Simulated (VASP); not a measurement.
Write the native input for VASP 6.6.1 that does the following.

- Task: single point
- Functional: PBE
- Potentials or basis: VASP PAW PBE potentials, release 64 (Na_pv, Ir)
- Cutoff: 520 eV
- k mesh: 11 × 11 × 11
- Occupations: fermi-dirac, width 0.05 eV
- Spin: non-collinear spin, zero start, spin-orbit coupling
- Starting moments: [[0.0, 0.0, 0.0], [0.0, 0.0, 0.0]] μB
- Dipole correction: no
- Further INCAR settings: ALGO = Normal; EDIFF = 1e-07; NBANDS = 28

The structure of NaIr (CsCl type) lies in POSCAR:

```
NaIr
1.0
    3.2442064374      0.0000000000      0.0000000000
    0.0000000000      3.2442064374      0.0000000000
    0.0000000000      0.0000000000      3.2442064374
Na Ir
1 1
Direct
    0.0000000000      0.0000000000      0.0000000000
    0.5000000000      0.5000000000      0.5000000000
```

These files were run (other wordings do the same):

INCAR

```
SYSTEM = NaIr
PREC     = Accurate       ! precision mode
ENCUT    = 520            ! plane-wave cutoff, eV
EDIFF    = 1E-7           ! SCF threshold, eV
ISMEAR   = -1             ! smearing method
SIGMA    = 0.05           ! smearing width, eV
LREAL    = .FALSE.        ! projectors in reciprocal space
LASPH    = .TRUE.         ! aspherical terms in the spheres
NELM     = 150            ! most SCF steps
ALGO     = Normal         ! electronic algorithm
ISIF     = 2              ! what is computed and relaxed
LWAVE    = .FALSE.        ! write WAVECAR
LCHARG   = .FALSE.        ! write CHGCAR
MAGMOM   = 0 0 0 0 0 0    ! initial moments
LORBIT   = 11             ! projections on sites
LSORBIT  = .TRUE.         ! spin-orbit coupling
GGA_COMPAT= .FALSE.      
LORBMOM  = .TRUE.       
LMAXMIX  = 4              ! l up to which the mixer works
GGA      = PE             ! functional
NBANDS   = 28             ! bands
```

KPOINTS

```
Automatic mesh
0
G
  11 11 11
  0 0 0
```

Potentials or basis: VASP PAW PBE potentials, release 64 (Na_pv, Ir).

The run is started by

```console
$ cat potpaw_PBE.64/Na_pv/POTCAR potpaw_PBE.64/Ir/POTCAR > POTCAR
$ mpirun -np 1 vasp_ncl > vasp.out
```

Results of the run:

| Property | Result |
| --- | --- |
| Pressure | 0.2 GPa |
| Net moment | 0.00 μB per cell |
| Valence electrons inside the program's atomic spheres | Na 6.17; Ir 7.85 |

Run time: 93 s on 1 thread of Intel Xeon 8259CL, on a shared host, peak memory 0.25 GiB.
